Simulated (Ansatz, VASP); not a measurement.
# BaTiO3 in VASP and in Ansatz

Contents of POSCAR:

```
BaTiO3
1.0
    4.0026586644      0.0000000000      0.0000000000
    0.0000000000      2.8860425808      2.9026702619
    0.0000000000     -2.8860425808      2.9026702619
Ba Ti O
1 1 3
Direct
    0.0000000000      0.0084123025      0.0084123025
    0.5000000000      0.5239607255      0.5239607255
    0.0000000000      0.4903884368      0.4903884368
    0.5000000000      0.4939726215      0.9801459137
    0.5000000000      0.9801459137      0.4939726215
```

File INCAR.step1:

```
PREC     = Accurate       # precision mode
ENCUT    = 520            # plane-wave cutoff, eV
ISMEAR   = 0              # smearing method
SIGMA    = 0.01           # smearing width, eV
LREAL    = False          # projectors in reciprocal space
LASPH    = True           # aspherical terms in the spheres
NELM     = 80             # most SCF steps
NBANDS   = 28             # bands
GGA      = PE             # functional
ALGO     = Normal         # electronic algorithm
EDIFF    = 1E-4           # SCF threshold, eV
LWAVE    = True           # write WAVECAR
LCHARG   = False          # write CHGCAR
```

INCAR.step2

```
PREC     = Accurate       # precision mode
ENCUT    = 520            # plane-wave cutoff, eV
EDIFF    = 1E-6           # SCF threshold, eV
ISMEAR   = 0              # smearing method
SIGMA    = 0.01           # smearing width, eV
LREAL    = False          # projectors in reciprocal space
LASPH    = True           # aspherical terms in the spheres
NELM     = 80             # most SCF steps
ALGO     = Normal         # electronic algorithm
ISIF     = 2              # what is computed and relaxed
LWAVE    = False          # write WAVECAR
LCHARG   = True           # write CHGCAR
METAGGA  = R2SCAN         # meta-GGA
LMIXTAU  = True         
LELF     = True           # ELF
LVHAR    = True         
NBANDS   = 28             # bands
ISTART   = 1
```

Contents of KPOINTS:

```
regular mesh
0
Gamma
  6 6 6
```

Input for Ansatz:

```yaml
crystal:
  lattice:
    - [4.0026586644, 0.0, 0.0]
    - [0.0, 2.8860425808, 2.9026702619]
    - [0.0, -2.8860425808, 2.9026702619]
  atoms:
    - { symbol: Ba, position: [0.0, 0.0084123025, 0.0084123025] }
    - { symbol: Ti, position: [0.5, 0.5239607255, 0.5239607255] }
    - { symbol: O, position: [0.0, 0.4903884368, 0.4903884368] }
    - { symbol: O, position: [0.5, 0.4939726215, 0.9801459137] }
    - { symbol: O, position: [0.5, 0.9801459137, 0.4939726215] }
kpoints:
  mp_grid: { grid: [6, 6, 6] }
hamiltonian:
  xc: r2scan
scf:
  occupations: { method: fixed }
  n_extra_bands: 5
output:
  forces: true
  stress: true
  eigenvalues: true
```

Alike in both runs: task single point; functional r2SCAN; k mesh 6 × 6 × 6; no spin polarisation.

```csv
,VASP,Ansatz
version,VASP 6.6.1,Ansatz 0.2.0
potentials or method,"VASP PAW PBE potentials, release 64 (Ba_sv, Ti_sv, O)","plane waves, PAW"
plane-wave cutoff (eV),520,500
occupations,"gaussian, width 0.01 eV",fixed
valence electrons in the cell,40,40
```

Ansatz gave:

- gap on the k mesh at the Fermi level (eV): 2.57
- pressure (GPa): -4.8
- traceless stress, the component that is largest in VASP (GPa): 0.17
- rms of the force components (eV/Å): 0.131

Question: Estimate VASP's values.

Answer: gap on the k mesh at the Fermi level (eV): 2.56; pressure (GPa): -3.1; traceless stress, the component that is largest in VASP (GPa): 0.14; rms of the force components (eV/Å): 0.071.

VASP's potentials were made for PBE, not for r2SCAN. Atom by atom the forces differ by 0.062 eV/Å (rms over components).

Neither program's run includes spin-orbit coupling.
